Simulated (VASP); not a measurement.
# Ti3Al: single point with PBEsol

Ti3Al:

```
CELL_PARAMETERS angstrom
2.89481 0.00000 0.00000
-1.44740 2.50698 0.00000
0.00000 0.00000 9.14808
ATOMIC_POSITIONS crystal
Ti 0.66667 0.33333 0.00000
Ti 0.33333 0.66667 0.75070
Ti 0.33333 0.66667 0.24930
Al 0.66667 0.33333 0.50000
```

| Quantity | Value |
| --- | --- |
| Program | VASP 6.6.1 |
| Task | single point |
| Functional | PBEsol |
| Potentials or basis | VASP PAW PBE potentials, release 64 (Ti_sv, Al) |
| Cutoff | 520 eV |
| k mesh | 8 × 8 × 3 |
| Occupations | fermi-dirac, width 0.1 eV |
| Spin | no spin polarisation |

| Property | Result |
| --- | --- |
| Pressure | -0.2 GPa |
| Largest force | 0.013 eV/Å |
| Band gap on the k mesh | zero (an odd number of electrons rules out a gap without spin polarisation) |

Forces on the atoms (eV/Å):
```
Ti   0.000  0.000  0.000
Ti   0.000  0.000  0.013
Ti   0.000  0.000 -0.013
Al   0.000  0.000  0.000
```

Levels at points of the mesh, in eV from the Fermi level:
| k point | band 17 | band 18 | band 19 | band 20 | band 21 | band 22 | band 23 | band 24 |
| --- | --- | --- | --- | --- | --- | --- | --- | --- |
| (0.00, 0.00, 0.00) | -0.77 | 0.53 | 0.76 | 0.86 | 0.86 | 0.96 | 0.96 | 1.28 |
| (0.50, 0.00, 0.00) | -1.49 | -1.26 | -0.65 | -0.35 | 0.94 | 1.06 | 1.19 | 1.81 |

It took 36 s on 1 thread of AMD EPYC 9R45 96-Core Processor (Zen 5), on a shared host, peak memory 0.17 GiB.

Caveat: the PAW data sets were made with another functional, which shifts forces and pressure a little.
